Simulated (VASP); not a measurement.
Crystal: GaP.

```
CELL_PARAMETERS angstrom
0.00000 2.72541 2.72541
2.72541 0.00000 2.72541
2.72541 2.72541 0.00000
ATOMIC_POSITIONS crystal
Ga 0.00000 0.00000 0.00000
P 0.25000 0.25000 0.25000
```

Base run:

```yaml
Program: VASP 6.6.1
Functional: r2SCAN
Potentials_or_basis: VASP PAW PBE potentials, release 64 (Ga_d, P)
Cutoff: 520 eV
k_mesh: 6 × 6 × 6
Occupations: gaussian, width 0.01 eV
Spin: no spin polarisation
```

Its results: band gap on the k mesh 1.91 eV, indirect (least direct gap 2.34 eV); pressure 0.0 GPa.

The run is repeated on the same cell with these changes: functional from r2SCAN to PBE. What comes out?

Band gap on the k mesh 1.65 eV, indirect (least direct gap 1.82 eV); pressure 2.4 GPa.

r2SCAN gives the wider gap, since meta-GGAs in the generalised Kohn-Sham scheme recover part of the derivative discontinuity.

Caveats: the PAW data sets were made with another functional, which shifts forces and pressure a little (some runs).

A k mesh can miss the band edges.
